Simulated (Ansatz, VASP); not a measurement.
# AlN: VASP beside Ansatz

The input INCAR:

```
SYSTEM = AlN
ALGO = Normal
EDIFF = 1E-6
ENCUT = 520
GGA = PS
ISIF = 2
ISMEAR = 0
LASPH = .TRUE.
LCHARG = .FALSE.
LREAL = .FALSE.
LWAVE = .FALSE.
NBANDS = 16
NELM = 60
PREC = Accurate
SIGMA = 0.05
```

KPOINTS

```
k-points
0
G
  12 12 6
  0 0 0
```

File POSCAR:

```
AlN
1.0
    3.3121160000      0.0000000000      0.0000000000
   -1.6560580000      2.8683760000      0.0000000000
    0.0000000000      0.0000000000      4.1875630000
Al N
2 2
Direct
    0.3333333333      0.6666666667      0.7500000000
    0.6666666667      0.3333333333      0.2500000000
    0.3333333333      0.6666666667      0.2500000000
    0.6666666667      0.3333333333      0.7500000000
```

Input for Ansatz:

```yaml
crystal:
  lattice:
    - [3.312116, 0.0, 0.0]
    - [-1.656058, 2.868376, 0.0]
    - [0.0, 0.0, 4.187563]
  atoms:
    - { symbol: Al, position: [0.3333333333333333, 0.6666666666666666, 0.75] }
    - { symbol: Al, position: [0.6666666666666666, 0.3333333333333333, 0.25] }
    - { symbol: "N", position: [0.3333333333333333, 0.6666666666666666, 0.25] }
    - { symbol: "N", position: [0.6666666666666666, 0.3333333333333333, 0.75] }
basis:
  ecutwfc: 520.0
kpoints:
  mp_grid:
    grid: [12, 12, 6]
hamiltonian:
  xc: pbesol
scf:
  occupations:
    method: gaussian
    width: 0.05
output:
  stress: true
```

Alike in both runs: task single point; functional PBEsol; k mesh 12 × 12 × 6; occupations gaussian, width 0.05 eV; no spin polarisation.

|  | VASP | Ansatz |
| --- | --- | --- |
| version | VASP 6.6.1 | Ansatz 0.2.0 |
| potentials or method | VASP PAW PBE potentials, release 64 (Al, N), cutoff 520 eV | plane waves, PAW |
| valence electrons in the cell | 16 | 16 |

VASP gave:

```
pressure (GPa)                                                : -3.5
traceless stress, the component that is largest in VASP (GPa) : -0.59
```

**Question.** Which values does Ansatz return?

**Answer.** Pressure (GPa): -3.4; traceless stress, the component that is largest in VASP (GPa): -0.57.

VASP's potentials were made for PBE, not for PBEsol.
